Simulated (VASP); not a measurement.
# Al2B3N5 (P1) in VASP: notebook, part 2 of 2

VASP 6.6.1. The steps go on from the part before.

### Step 3. Relaxation of cell and atoms, PBE

INCAR

```
PREC = Accurate ; ENCUT = 600
EDIFF = 1E-6 ; ISMEAR = 0
SIGMA = 0.1 ; LREAL = False
LASPH = True ; NELM = 100
ALGO = Normal ; ISIF = 3
LWAVE = False ; LCHARG = False
GGA = PE ; IBRION = 2
NSW = 90 ; EDIFFG = -0.04
```

KPOINTS

```
regular mesh
0
Gamma
  4 4 4
```

POSCAR

```
Al2B3N5
1.0
    4.2661378100      0.0000000000      0.0000000000
   -1.1837656100      4.3386986900      0.0000000000
   -0.7148409800     -1.3570701700      5.7169732400
Al B N
2 3 5
Direct
    0.2000291800      0.5999902700      0.2000291800
    0.4000291800      0.1999902700      0.4000291800
    0.6000291800      0.7999902700      0.6000291800
    0.8000291800      0.3999902700      0.8000291800
    0.0000291800      0.9999902700      0.0000291800
    0.9999908100      0.6666697300      0.9999908100
    0.1999908100      0.2666697300      0.1999908100
    0.3999908100      0.8666697300      0.3999908100
    0.5999908100      0.4666697300      0.5999908100
    0.7999908100      0.0666697300      0.7999908100
```

Potentials or basis: VASP PAW PBE potentials, release 64 (Al, B, N).

Command:

```sh
$ cat potpaw_PBE.64/Al/POTCAR potpaw_PBE.64/B/POTCAR potpaw_PBE.64/N/POTCAR > POTCAR
$ mpirun -np 1 vasp_std > vasp.out
```

OUTCAR:

```text
PREC = Accurate
   ENCUT = 600
   EDIFF = 1E-6
   ISMEAR = 0
   LREAL = False
   LASPH = True
   NELM = 100
   ISIF = 3
   GGA = PE
   IBRION = 2
   NSW = 90
   EDIFFG = -0.04

 ion  position               nearest neighbor table
   1  0.200  0.600  0.200-   6 1.50   7 1.50   8 1.50   4 2.60   3 2.60   2 2.60   5 2.60   2 2.60
                             5 2.60
   2  0.400  0.200  0.400-   7 1.50   8 1.50   9 1.50   5 2.60   4 2.60   1 2.60   3 2.60   1 2.60
                             3 2.60
   3  0.600  0.800  0.600-   8 1.50   9 1.50  10 1.50   1 2.60   2 2.60   2 2.60
   4  0.800  0.400  0.800-   9 1.50  10 1.50   6 1.50   1 2.60   2 2.60
   5  0.000  1.000  0.000-  10 1.50   6 1.50   7 1.50   2 2.60   1 2.60   1 2.60
   6  1.000  0.667  1.000-   1 1.50   5 1.50   4 1.50
   7  0.200  0.267  0.200-   2 1.50   1 1.50   5 1.50
   8  0.400  0.867  0.400-   3 1.50   2 1.50   1 1.50
   9  0.600  0.467  0.600-   4 1.50   3 1.50   2 1.50
  10  0.800  0.067  0.800-   5 1.50   4 1.50   3 1.50

  LATTYP: Found a triclinic cell.
 ALAT       =     4.2661378100
 B/A-ratio  =     1.8056047430
 C/A-ratio  =     1.0541827499
 COS(alpha) =     0.0002422702
 COS(beta)  =     0.2632176050
 COS(gamma) =     0.6466318992

  Lattice vectors:

 A1 = (  -4.2661378100,   0.0000000000,   0.0000000000)
 A2 = (  -4.9809787900,  -1.3570701700,   5.7169732400)
 A3 = (  -1.1837656100,   4.3386986900,   0.0000000000)

Analysis of symmetry for initial positions (statically):
=====================================================================
 Subroutine PRICEL returns:
 Original cell was already a primitive cell.

 Routine SETGRP: Setting up the symmetry group for a
 triclinic supercell.

 Subroutine GETGRP returns: Found  1 space group operations
 (whereof  1 operations were pure point group operations)
 out of a pool of  2 trial point group operations.

The static configuration has the point symmetry C_1 .

Analysis of symmetry for dynamics (positions and initial velocities):
=====================================================================
 Subroutine PRICEL returns:
 Original cell was already a primitive cell.

 Routine SETGRP: Setting up the symmetry group for a
 triclinic supercell.

 Subroutine GETGRP returns: Found  1 space group operations
 (whereof  1 operations were pure point group operations)
 out of a pool of  2 trial point group operations.

The dynamic configuration has the point symmetry C_1 .

 Subroutine INISYM returns: Found  1 space group operations
 (whereof  1 operations are pure point group operations),
 and found     1 'primitive' translations

----------------------------------------------------------------------------------------

                                     Primitive cell

  volume of cell :     105.8182

  direct lattice vectors                    reciprocal lattice vectors
     4.266137810  0.000000000  0.000000000     0.234404055  0.063954535  0.044490748
    -1.183765610  4.338698690  0.000000000     0.000000000  0.230483855  0.054711252
    -0.714840980 -1.357070170  5.716973240     0.000000000  0.000000000  0.174917733

  length of vectors
     4.266137810  4.497288888  5.919157043     0.247011882  0.236888431  0.174917733

  position of ions in fractional coordinates (direct lattice)
     0.200029180  0.599990270  0.200029180
     0.400029180  0.199990270  0.400029180
     0.600029180  0.799990270  0.600029180
[... 82 lines left out ...]
 SYSTEM =  unknown system
   PREC   = accura    normal or accurate (medium, high low for compatibility)
   ISTART =      0    job   : 0-new  1-cont  2-samecut
   ICHARG =      2    charge: 1-file 2-atom 10-const
   ISPIN  =      1    spin polarized calculation?
   LNONCOLLINEAR =      F non collinear calculations
   LSORBIT =      F    spin-orbit coupling
   LASPH  =      T    aspherical Exc in radial PAW
   ENCUT  =  600.0 eV  44.10 Ry    6.64 a.u.   8.52  8.98 11.82*2*pi/ulx,y,z
   NELM   =    100;   NELMIN=  2; NELMDL= -5     # of ELM steps
   EDIFF  = 0.1E-05   stopping-criterion for ELM
   LREAL  =      F    real-space projection
   EDIFFG = -.4E-01   stopping-criterion for IOM
   NSW    =     90    number of steps for IOM
   IBRION =      2    ionic relax: 0-MD 1-quasi-New 2-CG
   NFREE  =      1    steps in history (QN), initial steepest desc. (CG)
   ISIF   =      3    stress and relaxation
   ISYM   =      2    0-nonsym 1-usesym 2-fastsym
   POTIM  = 0.5000    time-step for ionic-motion
   TEBEG  =    0.0;   TEEND  =   0.0 temperature during run
   PSTRESS=    0.0 pullay stress
   NELECT =      40.0000    total number of electrons
   NUPDOWN=      -1.0000    fix difference up-down
   EMIN   =  10.00;   EMAX   =-10.00  energy-range for DOS
   EFERMI =   0.00;   METHOD = LEGACY
   ISMEAR =     0;   SIGMA  =   0.10  broadening in eV -4-tet -1-fermi 0-gaus
   EFERMI_NEDOS =   21; number of points for ismear=-14 and -15
   IALGO  =     38    algorithm
   IMIX   =      4    mixing-type and parameters
     AMIX     =   0.40;   BMIX     =  1.00
     AMIX_MAG =   1.60;   BMIX_MAG =  1.00
  volume/ion in A,a.u.               =      10.58        71.41
  Fermi-wavevector in a.u.,A,eV,Ry     =   1.183699  2.236867 19.063716  1.401144
  Thomas-Fermi vector in A             =   2.319928
   LORBIT       =      0    0 simple, 1 ext, 2 COOP (PROOUT), +10 PAW based schemes
   GGA     = PE    functional components
   LHFCALC =     F    Hartree Fock is set to
   AEXX    =    0.0000 exact exchange contribution
   IVDW    =     0    specifies the selected vdW correction
   LEPSILON=     F    determine dielectric tensor
   LRPA    =     F    only Hartree local field effects (RPA)
 conjugate gradient relaxation of ions
 non-spin polarized calculation
 Gauss-broadening in eV      SIGMA  =   0.10
  energy-cutoff  :      600.00
  volume of cell :      105.82
 maximum number of plane-waves:      3546
 NGX is ok and might be reduce to    36
   NGX = 17   NGY = 17   NGZ = 23

--------------------------------------- Ionic step        1  -------------------------------------------

 number of electron      39.9999999 magnetization

 Free energy of the ion-electron system (eV)
  ---------------------------------------------------
  ext. energy  EPLUGINS =         0.00000000
  ---------------------------------------------------
  free energy    TOTEN  =       -69.06076693 eV

  energy without entropy =      -69.06076693  energy(sigma->0) =      -69.06076693

------------------------ aborting loop because EDIFF is reached ----------------------------------------

  FORCE on cell =-STRESS in cart. coord.  units (eV):
  Direction    XX          YY          ZZ          XY          YZ          ZX
  --------------------------------------------------------------------------------------
  -------------------------------------------------------------------------------------
  Total       16.6015172     55.2781664     45.7842518    -11.3317017      6.4902867     23.6310919
  in kB      251.3609636    836.9580300    693.2121616   -171.5715147     98.2684111    357.7946495
  external PRESSURE =     593.8437184 kB  Pullay stress =       0.0000000 kB
[... 113 lines left out ...]
  FREE ENERGIE OF THE ION-ELECTRON SYSTEM (eV)
  ---------------------------------------------------
  free  energy   TOTEN  =       -75.4966489847 eV

  energy  without entropy=      -75.4966489847  energy(sigma->0) =      -75.49664898

 E-fermi :   2.5466     XC(G=0):  -8.8718

 val. band max:        2.0797503975   @ k =   0.5000   0.0000  -0.0000
 cond. band min:       4.0362234172   @ k =   0.0000   0.0000   0.0000
 fundamental gap:      1.9564730197
 Fermi energy:         2.5465704613

 k-point     1 :       0.0000    0.0000    0.0000
  band No.  band energies     occupation
      1     -14.8113      2.00000
      2     -13.1115      2.00000
      3     -12.8050      2.00000
      4     -10.9755      2.00000
      5     -10.2535      2.00000
      6      -6.8459      2.00000
[... 685 lines left out ...]
     25       6.9474      0.00000
     26       7.6238      0.00000

 [... further k-points ...]

[... ionic steps 4 to 24 ...]

--------------------------------------- Ionic step       25  -------------------------------------------

 number of electron      39.9999997 magnetization

------------------------ aborting loop because EDIFF is reached ----------------------------------------
[... 83 lines left out ...]
--------------------------------------- Ionic step       27  -------------------------------------------

 number of electron      39.9999997 magnetization

 Free energy of the ion-electron system (eV)
  ---------------------------------------------------
  ext. energy  EPLUGINS =         0.00000000
  ---------------------------------------------------
  free energy    TOTEN  =       -79.06513942 eV

  energy without entropy =      -79.06513942  energy(sigma->0) =      -79.06513942

 E-fermi :   2.8518     XC(G=0):  -9.3132

 val. band max:        2.4022607011   @ k =   0.5000   0.0000  -0.0000
 cond. band min:       5.4330670861   @ k =   0.0000   0.0000   0.0000
 fundamental gap:      3.0308063851
 Fermi energy:         2.8518309030

 k-point     1 :       0.0000    0.0000    0.0000
  band No.  band energies     occupation
      1     -14.0774      2.00000
      2     -12.2131      2.00000
      3     -11.7574      2.00000
      4     -11.5122      2.00000
      5     -10.6478      2.00000
      6      -5.5305      2.00000
[... 724 lines left out ...]
  FREE ENERGIE OF THE ION-ELECTRON SYSTEM (eV)
  ---------------------------------------------------
  free  energy   TOTEN  =       -79.0651394245 eV

  energy  without entropy=      -79.0651394245  energy(sigma->0) =      -79.06513942

 reached required accuracy - stopping structural energy minimisation
```

It took 25 min on 1 thread of Oxide Virtual Turin-like, shared host; peak memory 0.27 GiB.

Results:

```yaml
Free_energy: -79.0651 eV
Relaxed_volume: 11.83 Å³/atom
Relaxed_cell: a = 4.343 Å, b = 4.653 Å, c = 6.194 Å, α = 101.47°, β = 92.18°, γ = 104.40°
Space_group_after_relaxing_to_0.1_Å: P1 (No. 1)
Pressure_after_relaxing: -0.1 GPa
Largest_force_after_relaxing: 0.039 eV/Å
Band_gap_on_the_k_mesh: 3.03 eV (least direct gap 3.18 eV)
```

Forces in eV/Å, atoms in the order of the input:
```
Al  -0.027 -0.007  0.027
Al   0.001  0.006 -0.011
B   -0.016  0.018 -0.014
B    0.003 -0.002 -0.002
B    0.007  0.019  0.012
N    0.017  0.009 -0.015
N    0.000 -0.032  0.007
N    0.022 -0.021 -0.012
N    0.006  0.005  0.002
N   -0.013  0.005  0.006
```

Final structure:
```cif
data_structure
_symmetry_space_group_name_H-M 'P 1'
_symmetry_Int_Tables_number 1
_cell_length_a 4.3434
_cell_length_b 4.6533
_cell_length_c 6.1943
_cell_angle_alpha 101.474
_cell_angle_beta 92.181
_cell_angle_gamma 104.400
_cell_volume 118.33
loop_
_atom_site_label
_atom_site_type_symbol
_atom_site_fract_x
_atom_site_fract_y
_atom_site_fract_z
_atom_site_occupancy
Al1 Al 0.20115 0.60335 0.19005 1
Al2 Al 0.39811 0.20718 0.41133 1
B1 B 0.62831 0.81442 0.62146 1
B2 B 0.80116 0.41082 0.79946 1
B3 B 0.97352 0.99019 0.97753 1
N1 N 0.96087 0.67055 0.97387 1
N2 N 0.15697 0.20876 0.16907 1
N3 N 0.43855 0.84386 0.43276 1
N4 N 0.63610 0.50203 0.62714 1
N5 N 0.80537 0.08215 0.79745 1
```

Levels at points of the mesh, in eV from the valence-band top:
```csv
k point,band 16,band 17,band 18,band 19,band 20,band 21,band 22,band 23,band 24,band 25
"(0.00, 0.00, 0.00)",-1.67,-1.12,-0.88,-0.51,-0.15,3.03,4.21,5.64,5.75,6.32
"(0.50, 0.00, 0.00)",-1.69,-1.25,-0.81,-0.09,0.00,4.20,4.74,5.68,5.87,7.19
"(0.00, 0.50, 0.00)",-1.96,-1.81,-1.19,-1.15,-0.67,4.38,4.83,4.94,5.12,6.00
"(0.50, 0.50, 0.00)",-2.28,-1.84,-1.57,-1.18,-0.16,5.40,5.59,5.98,6.51,6.73
"(0.00, 0.00, 0.50)",-1.67,-1.23,-0.87,-0.54,-0.50,3.95,4.26,4.28,5.34,5.86
"(0.50, 0.00, 0.50)",-1.56,-1.07,-0.90,-0.53,-0.13,4.26,5.46,5.59,6.11,6.54
"(0.00, 0.50, 0.50)",-1.89,-1.72,-1.14,-1.03,-0.63,3.57,5.21,5.28,5.75,5.98
"(0.50, 0.50, 0.50)",-1.86,-1.77,-1.16,-0.75,-0.66,4.39,5.67,5.89,7.04,7.08
```
